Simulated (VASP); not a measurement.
Wanted: the native input for a VASP 6.6.1 run.

```
Task                   : single point
Functional             : PBE
Potentials or basis    : VASP PAW PBE potentials, release 64 (Ga_d, P)
Cutoff                 : 520 eV
k mesh                 : 1 × 1 × 1
Occupations            : gaussian, width 0.05 eV
Spin                   : collinear spin
Dipole correction      : no
Further INCAR settings : LREAL = Auto; ALGO = Normal; EDIFF = 1e-06; NBANDS = 272
```

The structure of Ga26P27 (a cell with a defect) lies in POSCAR:

```
Ga26P27
1.0
    0.0000000000      8.1757500000      8.1757500000
    8.1757500000      0.0000000000      8.1757500000
    8.1757500000      8.1757500000      0.0000000000
Ga P
26 27
Direct
    0.0003932440      0.0003018004      0.3307104885
    0.0004651078      0.0002341860      0.6684165891
    0.0003792425      0.3305882996      0.0004227848
   -0.0002465866      0.3333410027      0.3334224689
    0.0003797730      0.3306949990      0.6684758911
    0.0005273709      0.6683141433      0.0002621991
    0.0004580319      0.6683620844      0.3308278065
    0.0000205649      0.6665616836      0.6666702612
    0.3306410854      0.0003155579      0.0004735529
    0.3334787327     -0.0003272128      0.3334058483
    0.3308555917      0.0002372593      0.6685029473
    0.3334848882      0.3333201379     -0.0002738237
    0.3334572068      0.3333435591      0.3334537632
    0.3330136068      0.3328625505      0.6670460456
    0.3309364995      0.6683631477      0.0003478360
    0.3330583113      0.6669375903      0.3329747871
    0.3330845783      0.6669244684      0.6669874601
    0.6685096716      0.0003007900      0.0002948670
    0.6684544841      0.0003930692      0.3308804709
    0.6666968993     -0.0001081943      0.6667192017
    0.6684481473      0.3308404879      0.0004127075
    0.6670609976      0.3329473421      0.3330230832
    0.6670617669      0.3329237483      0.6670465268
    0.6667402501      0.6666422705     -0.0000369352
    0.6671127513      0.6670141962      0.3329528539
    0.6667492820      0.6666306469      0.6666687455
    0.0830341414      0.0830104870      0.0831550764
    0.0834254823      0.0832858656      0.4165416926
    0.0833392359      0.0831544153      0.7501438093
    0.0834191716      0.4164539077      0.0833508761
    0.0833878217      0.4165433572      0.4166583453
    0.0830811959      0.4164740958      0.7501966982
    0.0834821908      0.7498502479      0.0833019930
    0.0831551192      0.7500782554      0.4165663252
    0.0832127161      0.7500446476      0.7501197419
    0.4166852811      0.0832692839      0.0833532660
    0.4166199291      0.0833003458      0.4166909131
    0.4166017887      0.0829779786      0.7502470646
    0.4166346883      0.4165535167      0.0834029172
    0.4167569476      0.4166403993      0.4167448556
    0.4167676391      0.4166270874      0.7498431220
    0.4166298527      0.7501366118      0.0831048556
    0.4168138475      0.7497920377      0.4166832771
    0.4166393393      0.7500841517      0.7501527768
    0.7498979774      0.0833861629      0.0833794841
    0.7501900649      0.0830781176      0.4166196063
    0.7502278956      0.0830268746      0.7501539808
    0.7502173622      0.4165463702      0.0831311652
    0.7498722211      0.4167170243      0.4167435181
    0.7502263972      0.4165331121      0.7501771120
    0.7502964373      0.7501243217      0.0830287797
    0.7502685636      0.7501560977      0.4165645763
    0.7500679104      0.7499308554      0.7500068642
```

One way to write it, as run:

INCAR

```
SYSTEM = Ga26P27
PREC = Accurate
ENCUT = 520
EDIFF = 1E-6
ISMEAR = 0
SIGMA = 0.05
LREAL = Auto
LASPH = .True.
NELM = 150
ALGO = Normal
ISIF = 2
LWAVE = .False.
LCHARG = .True.
ISPIN = 2
MAGMOM = 0.01 0.01 0.01 0 0.01 0.01 0.01 0 0.01 0 0.01 0 0 0 0.01 0 0 0.01 0.01 0 0.01 0 0 0 0 0 0.26 0.07 0.26 0.07 0.07 0.01 0.26 0.01 0.01 0.07 0.07 0.01 0.07 0.01 0.01 0.01 0.01 0.01 0.27 0.01 0.01 0.01 0.01 0.01 0.01 0.01 0
LORBIT = 11
GGA = PE
LELF = .True.
LVHAR = .True.
NBANDS = 272
NCORE = 4
```

KPOINTS

```
Automatic mesh
0
Gamma
  1 1 1
  0 0 0
```

Potentials or basis: VASP PAW PBE potentials, release 64 (Ga_d, P).

Run with:

```bash
$ cat potpaw_PBE.64/Ga_d/POTCAR potpaw_PBE.64/P/POTCAR > POTCAR
$ mpirun -np 4 vasp_gam > vasp.out
```

Results of the run:

```yaml
Pressure: 3.5 GPa
Largest_force: 0.015 eV/Å
Net_moment: 3.00 μB per cell
Site_moments: Ga +0.01, -0.00, +0.00 (each value once); P +0.25, +0.07, +0.01, +0.00 (each value once) μB
Valence_electrons_inside_the_program's_atomic_spheres: Ga 11.72, 11.71 (each value once); P 2.52, 2.56, 2.57 (each value once)
```

Caveat: the k points lie up to 0.67 Å⁻¹ apart.

Wall time 12 min on 4 MPI ranks on Oxide Virtual Turin-like Processor, on a shared host, peak memory 0.58 GiB a rank.
